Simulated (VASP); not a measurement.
# ZnS (Cm) in VASP: single point with r2SCAN

Aim: the single point of ZnS with r2SCAN.

Program: VASP 6.6.1. These are calculated values, not measurements. Logs are shortened: lines on timing, memory, paths and dates and some standing lists are left out, and cuts for length are marked.

## 1. The cell of the first run

Symmetry: Cm, No. 8, monoclinic system. Conventional cell: a = 6.593 Å, b = 3.807 Å, c = 12.504 Å, α = 90.00°, β = 92.52°, γ = 90.00°. Zn (site symmetry m) has 4 S at 2.33 to 2.40 Å within 3.1 Å. Within 3.1 Å of Zn (site symmetry m) lie 4 S at 2.33 to 2.34 Å. Within 3.1 Å of Zn (site symmetry m) lie 4 S at 2.33 to 2.34 Å. Zn (site symmetry m) has 4 S at 2.33 to 2.34 Å within 3.1 Å. S (site symmetry m) has 4 Zn at 2.33 to 2.40 Å within 3.1 Å. Within 3.1 Å of S (site symmetry m) lie 4 Zn at 2.33 to 2.34 Å. Within 3.1 Å of S (site symmetry m) lie 4 Zn at 2.33 to 2.34 Å. S (site symmetry m) has 4 Zn at 2.33 to 2.34 Å within 3.1 Å.

## 2. Single point, r2SCAN (the part above a cut slid along it)

Contents of POSCAR:

```
ZnS
1.0
   -3.8067217473      0.0000000000      0.0000000000
   -1.9033608736     -3.2967177383      0.0000000000
   -5.2344327386     -3.0221011507     12.4914703042
Zn S
4 4
Direct
   -0.4976039140     -0.4976039140      0.9064440355
   -0.0392539140     -0.0392539140      0.4064440355
    0.5232544193      0.5232544193      0.1564440355
    0.0649044193      0.0649044193      0.6564440355
    0.2475705807      0.2475705807      0.0935559645
   -0.2107794193     -0.2107794193      0.5935559645
    0.3517289140      0.3517289140      0.3435559645
   -0.1066210860     -0.1066210860      0.8435559645
```

Contents of INCAR.step1:

```
ALGO     = Normal         # electronic algorithm
EDIFF    = 1E-4           # SCF threshold, eV
ENCUT    = 520            # plane-wave cutoff, eV
GGA      = PE             # functional
ISMEAR   = 0              # smearing method
LASPH    = T              # aspherical terms in the spheres
LCHARG   = F              # write CHGCAR
LREAL    = F              # projectors in reciprocal space
LWAVE    = T              # write WAVECAR
NBANDS   = 46             # bands
NELM     = 60             # most SCF steps
PREC     = Accurate       # precision mode
SIGMA    = 0.05           # smearing width, eV
```

Contents of INCAR.step2:

```
ALGO     = Normal         # electronic algorithm
EDIFF    = 1E-7           # SCF threshold, eV
ENCUT    = 520            # plane-wave cutoff, eV
ISIF     = 2              # what is computed and relaxed
ISMEAR   = 0              # smearing method
ISTART   = 1            
LASPH    = T              # aspherical terms in the spheres
LCHARG   = F              # write CHGCAR
LMIXTAU  = T            
LREAL    = F              # projectors in reciprocal space
LWAVE    = F              # write WAVECAR
METAGGA  = R2SCAN         # meta-GGA
NBANDS   = 46             # bands
NELM     = 60             # most SCF steps
PREC     = Accurate       # precision mode
SIGMA    = 0.05           # smearing width, eV
```

Contents of KPOINTS:

```
k-points
0
Gamma
  7 7 2
```

Potentials or basis: VASP PAW PBE potentials, release 64 (Zn, S).

Launch:

```console
$ cat potpaw_PBE.64/Zn/POTCAR potpaw_PBE.64/S/POTCAR > POTCAR
$ cp INCAR.step1 INCAR
$ mpirun -np 1 vasp_std > vasp.out
$ cp INCAR.step2 INCAR
$ mpirun -np 1 vasp_std > vasp.out
```

OUTCAR:

```text
EDIFF = 1E-7
   ENCUT = 520
   ISIF = 2
   ISMEAR = 0
   ISTART = 1
   LASPH = T
   LREAL = F
   METAGGA = R2SCAN
   NELM = 60
   PREC = Accurate

 ion  position               nearest neighbor table
   1  0.502  0.502  0.906-   8 2.33   8 2.33   8 2.33   5 2.40
   2  0.961  0.961  0.406-   7 2.33   7 2.33   7 2.33   6 2.34
   3  0.523  0.523  0.156-   5 2.33   5 2.33   5 2.33   7 2.34
   4  0.065  0.065  0.656-   6 2.33   6 2.33   6 2.33   8 2.34
   5  0.248  0.248  0.094-   3 2.33   3 2.33   3 2.33   1 2.40
   6  0.789  0.789  0.594-   4 2.33   4 2.33   4 2.33   2 2.34
   7  0.352  0.352  0.344-   2 2.33   2 2.33   2 2.33   3 2.34
   8  0.893  0.893  0.844-   1 2.33   1 2.33   1 2.33   4 2.34

  LATTYP: Found a base centered monoclinic cell.
 ALAT       =     6.5934354766
 B/A-ratio  =     0.5773502692
 C/A-ratio  =     1.8963617739
 COS(beta)  =    -0.0439262176

  Lattice vectors:

 A1 = (  -3.8067217473,  -0.0000000000,   0.0000000000)
 A2 = (  -1.9033608736,  -3.2967177383,   0.0000000000)
 A3 = (   0.4756498823,   0.2746165876,  12.4914703042)

Analysis of symmetry for initial positions (statically):
=====================================================================
 Subroutine PRICEL returns:
 Original cell was already a primitive cell.

 Routine SETGRP: Setting up the symmetry group for a
 base centered monoclinic supercell.

 Subroutine GETGRP returns: Found  2 space group operations
 (whereof  2 operations were pure point group operations)
 out of a pool of  4 trial point group operations.

The static configuration has the point symmetry C_1h.

Analysis of symmetry for dynamics (positions and initial velocities):
=====================================================================
 Subroutine PRICEL returns:
 Original cell was already a primitive cell.

 Routine SETGRP: Setting up the symmetry group for a
 base centered monoclinic supercell.

 Subroutine GETGRP returns: Found  2 space group operations
 (whereof  2 operations were pure point group operations)
 out of a pool of  4 trial point group operations.

The dynamic configuration has the point symmetry C_1h.

 Subroutine INISYM returns: Found  2 space group operations
 (whereof  2 operations are pure point group operations),
 and found     1 'primitive' translations

----------------------------------------------------------------------------------------

                                     Primitive cell

  volume of cell :     156.7640

  direct lattice vectors                    reciprocal lattice vectors
    -3.806721747  0.000000000  0.000000000    -0.262693222  0.151666002 -0.073386077
    -1.903360874 -3.296717738  0.000000000     0.000000000 -0.303332005 -0.073386077
    -5.234432739 -3.022101151 12.491470304     0.000000000  0.000000000  0.080054627

  length of vectors
     3.806721747  3.806721747 13.876930922     0.312083036  0.312083036  0.080054627

  position of ions in fractional coordinates (direct lattice)
     0.502396086  0.502396086  0.906444036
     0.960746086  0.960746086  0.406444036
     0.523254419  0.523254419  0.156444036
     0.064904419  0.064904419  0.656444036
     0.247570581  0.247570581  0.093555964
     0.789220581  0.789220581  0.593555964
     0.351728914  0.351728914  0.343555964
     0.893378914  0.893378914  0.843555964

  ion indices of the primitive-cell ions
   primitive index   ion index
                 1           1
                 2           2
                 3           3
                 4           4
                 5           5
                 6           6
                 7           7
                 8           8

----------------------------------------------------------------------------------------

 KPOINTS: k-points

Automatic generation of k-mesh.
 Grid dimensions read from file:
 generate k-points for:    7    7    2

 Generating k-lattice:

  Cartesian coordinates                     Fractional coordinates (reciprocal lattice)
    -0.037527603  0.021666572 -0.010483725     0.142857143  0.000000000  0.000000000
     0.000000000 -0.043333144 -0.010483725     0.000000000  0.142857143 -0.000000000
     0.000000000  0.000000000  0.040027314     0.000000000  0.000000000  0.500000000

  Length of vectors
     0.044583291  0.044583291  0.040027314

  Shift w.r.t. Gamma in fractional coordinates (k-lattice)
     0.000000000  0.000000000  0.000000000

 Subroutine IBZKPT returns following result:
 ===========================================

 Found     32 irreducible k-points:

 Following reciprocal coordinates:
            Coordinates               Weight
  0.000000  0.000000  0.000000      1.000000
  0.142857 -0.000000 -0.000000      4.000000
  0.285714  0.000000 -0.000000      4.000000
  0.428571 -0.000000 -0.000000      4.000000
  0.142857  0.142857 -0.000000      2.000000
  0.285714  0.142857 -0.000000      4.000000
[... 16 lines left out ...]
  0.428571  0.142857  0.500000      4.000000
 -0.428571  0.142857  0.500000      4.000000
 [... further k-points ...]
   k-points           NKPTS =     32   k-points in BZ     NKDIM =     32   number of bands    NBANDS=     46
   number of dos      NEDOS =    301   number of ions     NIONS =      8
   total plane-waves  NPLWV =  84672
   dimension x,y,z NGX =    28 NGY =   28 NGZ =  108
   dimension x,y,z NGXF=    56 NGYF=   56 NGZF=  216
   ions per type =               4   4
   NGX,Y,Z   is equivalent  to a cutoff of  12.23, 12.23, 12.94 a.u.
   NGXF,Y,Z  is equivalent  to a cutoff of  24.46, 24.46, 25.88 a.u.
 SYSTEM =  unknown system
   PREC   = accura    normal or accurate (medium, high low for compatibility)
   ISTART =      1    job   : 0-new  1-cont  2-samecut
   ICHARG =      0    charge: 1-file 2-atom 10-const
   ISPIN  =      1    spin polarized calculation?
   LNONCOLLINEAR =      F non collinear calculations
   LSORBIT =      F    spin-orbit coupling
   LASPH  =      T    aspherical Exc in radial PAW
   ENCUT  =  520.0 eV  38.22 Ry    6.18 a.u.   7.08  7.08 25.80*2*pi/ulx,y,z
   NELM   =     60;   NELMIN=  2; NELMDL=  0     # of ELM steps
   EDIFF  = 0.1E-06   stopping-criterion for ELM
   LREAL  =      F    real-space projection
   EDIFFG = 0.1E-05   stopping-criterion for IOM
   NSW    =      0    number of steps for IOM
   IBRION =     -1    ionic relax: 0-MD 1-quasi-New 2-CG
   NFREE  =      0    steps in history (QN), initial steepest desc. (CG)
   ISIF   =      2    stress and relaxation
   ISYM   =      2    0-nonsym 1-usesym 2-fastsym
   POTIM  = 0.5000    time-step for ionic-motion
   TEBEG  =    0.0;   TEEND  =   0.0 temperature during run
   PSTRESS=    0.0 pullay stress
   NELECT =      72.0000    total number of electrons
   NUPDOWN=      -1.0000    fix difference up-down
   EMIN   =  10.00;   EMAX   =-10.00  energy-range for DOS
   EFERMI =   0.00;   METHOD = LEGACY
   ISMEAR =     0;   SIGMA  =   0.05  broadening in eV -4-tet -1-fermi 0-gaus
   EFERMI_NEDOS =   21; number of points for ismear=-14 and -15
   IALGO  =     38    algorithm
   IMIX   =      4    mixing-type and parameters
     AMIX     =   0.40;   BMIX     =  1.00
     AMIX_MAG =   1.60;   BMIX_MAG =  1.00
  volume/ion in A,a.u.               =      19.60       132.24
  Fermi-wavevector in a.u.,A,eV,Ry     =   1.263097  2.386908 21.706940  1.595415
  Thomas-Fermi vector in A             =   2.396472
   LORBIT       =      0    0 simple, 1 ext, 2 COOP (PROOUT), +10 PAW based schemes
   METAGGA = R2SCAN    functional components
   LHFCALC =     F    Hartree Fock is set to
   AEXX    =    0.0000 exact exchange contribution
   IVDW    =     0    specifies the selected vdW correction
   LEPSILON=     F    determine dielectric tensor
   LRPA    =     F    only Hartree local field effects (RPA)
 non-spin polarized calculation
 Gauss-broadening in eV      SIGMA  =   0.05
  energy-cutoff  :      520.00
  volume of cell :      156.76
 maximum number of plane-waves:      4238
   NGX = 15   NGY = 15   NGZ = 51

 number of electron      72.0000005 magnetization

 Free energy of the ion-electron system (eV)
  ---------------------------------------------------
  ext. energy  EPLUGINS =         0.00000000
  ---------------------------------------------------
  free energy    TOTEN  =       -75.35066630 eV

  energy without entropy =      -75.35066630  energy(sigma->0) =      -75.35066630

 E-fermi :   2.1681     XC(G=0): -10.3157

 val. band max:        1.9352716869   @ k =   0.0000   0.0000   0.0000
 cond. band min:       4.6438782439   @ k =   0.0000   0.0000   0.0000
 fundamental gap:      2.7086065570
 Fermi energy:         2.1680801209

 k-point     1 :       0.0000    0.0000    0.0000
  band No.  band energies     occupation
      1     -11.8272      2.00000
      2     -11.4067      2.00000
      3     -11.3560      2.00000
      4     -10.8523      2.00000
      5      -4.6452      2.00000
      6      -4.6407      2.00000
[... 38 lines left out ...]
     45       9.1234      0.00000
     46       9.2364      0.00000

 k-point     2 :       0.1429   -0.0000   -0.0000
  band No.  band energies     occupation
      1     -11.6788      2.00000
      2     -11.3582      2.00000
      3     -11.1696      2.00000
      4     -10.7860      2.00000
      5      -4.6482      2.00000
      6      -4.6277      2.00000
[... 38 lines left out ...]
     45       9.2273      0.00000
     46       9.4263      0.00000

 k-point     3 :       0.2857    0.0000   -0.0000
  band No.  band energies     occupation
      1     -11.3009      2.00000
      2     -11.1200      2.00000
      3     -10.8435      2.00000
      4     -10.6410      2.00000
      5      -4.6443      2.00000
      6      -4.6120      2.00000
[... 38 lines left out ...]
     45       9.6783      0.00000
     46      10.1250      0.00000

 k-point     4 :       0.4286   -0.0000   -0.0000
  band No.  band energies     occupation
      1     -10.9206      2.00000
      2     -10.8369      2.00000
      3     -10.6355      2.00000
      4     -10.5472      2.00000
      5      -4.6278      2.00000
      6      -4.5816      2.00000
[... 920 lines left out ...]
     45       9.4054      0.00000
     46       9.4897      0.00000

 k-point    23 :       0.4286    0.1429    0.5000
  band No.  band energies     occupation
      1     -11.0554      2.00000
      2     -10.8225      2.00000
      3     -10.7650      2.00000
      4     -10.5267      2.00000
      5      -4.5906      2.00000
      6      -4.5613      2.00000
[... 38 lines left out ...]
     45       9.3336      0.00000
     46       9.7622      0.00000

 k-point    24 :      -0.4286    0.1429    0.5000
  band No.  band energies     occupation
      1     -10.8145      2.00000
      2     -10.7046      2.00000
      3     -10.6272      2.00000
      4     -10.5221      2.00000
      5      -4.5898      2.00000
      6      -4.5393      2.00000
[... 38 lines left out ...]
     45       9.3689      0.00000
     46       9.5593      0.00000

 [... further k-points ...]

------------------------ aborting loop because EDIFF is reached ----------------------------------------

  FORCE on cell =-STRESS in cart. coord.  units (eV):
  Direction    XX          YY          ZZ          XY          YZ          ZX
  --------------------------------------------------------------------------------------
  -------------------------------------------------------------------------------------
  Total       -0.4107413      0.1206951     -0.3485447     -0.4602374     -0.5277535     -0.9141232
  in kB       -4.1979043      1.2335412     -3.5622356     -4.7037698     -5.3938055     -9.3426240
  external PRESSURE =      -2.1755329 kB  Pullay stress =       0.0000000 kB

 VOLUME and BASIS-vectors are now :
 -----------------------------------------------------------------------------
  energy-cutoff  :      520.00
  volume of cell :      156.76
      direct lattice vectors                 reciprocal lattice vectors
    -3.806721747  0.000000000  0.000000000    -0.262693222  0.151666002 -0.073386077
    -1.903360874 -3.296717738  0.000000000     0.000000000 -0.303332005 -0.073386077
    -5.234432739 -3.022101151 12.491470304     0.000000000  0.000000000  0.080054627

 POSITION                                       TOTAL-FORCE (eV/Angst)
 -----------------------------------------------------------------------------------
     -7.61344     -4.39562     11.32282         0.165700      0.095667      0.147557
     -7.61344     -4.39562      5.07708         0.004418      0.002551     -0.016974
     -3.80672     -2.19781      1.95422        -0.016841     -0.009723      0.015125
     -3.80672     -2.19781      8.19995         0.018778      0.010842     -0.040015
     -1.90336     -1.09891      1.16865        -0.268705     -0.155137     -0.213452
     -7.61344     -4.39562      7.41439         0.001261      0.000728      0.030184
     -3.80672     -2.19781      4.29152        -0.017840     -0.010300      0.037772
     -9.51680     -5.49453     10.53725         0.113229      0.065373      0.039803
 -----------------------------------------------------------------------------------
    total drift:                               -0.007860     -0.004538     -0.029515

  FREE ENERGIE OF THE ION-ELECTRON SYSTEM (eV)
  ---------------------------------------------------
  free  energy   TOTEN  =       -75.3506662982 eV

  energy  without entropy=      -75.3506662982  energy(sigma->0) =      -75.35066630
```

Wall time 17 min (1 thread of Intel Xeon Platinum 8259CL at 2.50GHz (Skylake/Cascade Lake), shared host); peak memory 0.41 GiB.

Results:

| Property | Result |
| --- | --- |
| Free energy | -75.3507 eV |
| Pressure | -0.2 GPa |
| Largest force | 0.377 eV/Å |
| Band gap on the k mesh | 2.71 eV |

Forces in eV/Å, atoms in the order of the input:
```
Zn   0.166  0.096  0.148
Zn   0.004  0.003 -0.017
Zn  -0.017 -0.010  0.015
Zn   0.019  0.011 -0.040
S   -0.269 -0.155 -0.213
S    0.001  0.001  0.030
S   -0.018 -0.010  0.038
S    0.113  0.065  0.040
```

Caveat: the cell differs from its parent crystal (the part above a cut slid along it); the PAW data sets were made with another functional, which shifts forces and pressure a little.
